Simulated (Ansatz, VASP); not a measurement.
One calculation of Si3Au, two programs

INCAR

```
SYSTEM = Si3Au
PREC = Accurate
ENCUT = 600
EDIFF = 1E-7
ISMEAR = 0
SIGMA = 0.1
LREAL = .False.
LASPH = .True.
NELM = 80
ALGO = Normal
ISIF = 3
LWAVE = .False.
LCHARG = .False.
GGA = PE
IBRION = 2
NSW = 100
EDIFFG = -0.01
```

File KPOINTS:

```
regular mesh
0
Gamma
  12 12 12
  0 0 0
```

Contents of POSCAR:

```
Si3Au
1.0
    4.0286328442      0.0000000000      0.0000000000
    0.0000000000      4.0286328442      0.0000000000
    0.0000000000      0.0000000000      4.0286328442
Si Au
3 1
Direct
    0.0000000000      0.5000000000      0.5000000000
    0.5000000000      0.0000000000      0.5000000000
    0.5000000000      0.5000000000      0.0000000000
    0.0000000000      0.0000000000      0.0000000000
```

Input for Ansatz:

```yaml
crystal:
  lattice:
    - [4.0286328442, 0.0, 0.0]
    - [0.0, 4.0286328442, 0.0]
    - [0.0, 0.0, 4.0286328442]
  atoms:
    - { symbol: Si, position: [0.0, 0.5, 0.5] }
    - { symbol: Si, position: [0.5, 0.0, 0.5] }
    - { symbol: Si, position: [0.5, 0.5, 0.0] }
    - { symbol: Au, position: [0.0, 0.0, 0.0] }
basis:
  ecutwfc: 420
kpoints:
  mp_grid: { grid: [12, 12, 12] }
hamiltonian:
  xc: pbe
scf:
  occupations: { method: gaussian, width: 0.1 }
output:
  forces: true
  stress: true
  eigenvalues: true
relax:
  adjacent_minimum: "off"
  f_tol: 0.01
  max_steps: 80
  cell: { stress_tol: 0.05 }
```

Alike in both runs: task relaxation of cell and atoms; functional PBE; k mesh 12 × 12 × 12; occupations gaussian, width 0.1 eV; no spin polarisation.

|  | VASP | Ansatz |
| --- | --- | --- |
| version | VASP 6.6.1 | Ansatz 0.2.0 |
| potentials or method | VASP PAW PBE potentials, release 64 (Si, Au), cutoff 600 eV | scalar-relativistic, plane waves, PAW |
| valence electrons in the cell | 23 | 31 |

|  | VASP | Ansatz | Ansatz less VASP |
| --- | --- | --- | --- |
| gap on the k mesh at the Fermi level, each at its own relaxed structure (eV) | none | none | - |
| relaxed volume (Å³/atom) | 16.35 | 16.35 | 0.000 |
| relaxed length of the cell vector where the two differ most in proportion (Å) | 4.029 | 4.029 | 0.0000 |

A gap of «none» marks a metal or a gap that the smearing closes. VASP's potentials hold 23 valence electrons a cell and Ansatz's 31, so a difference there can come from the potentials and not from the codes.

Spin-orbit coupling is off throughout. Noted on VASP's run: the relaxation stopped at its first step, so nothing moved.
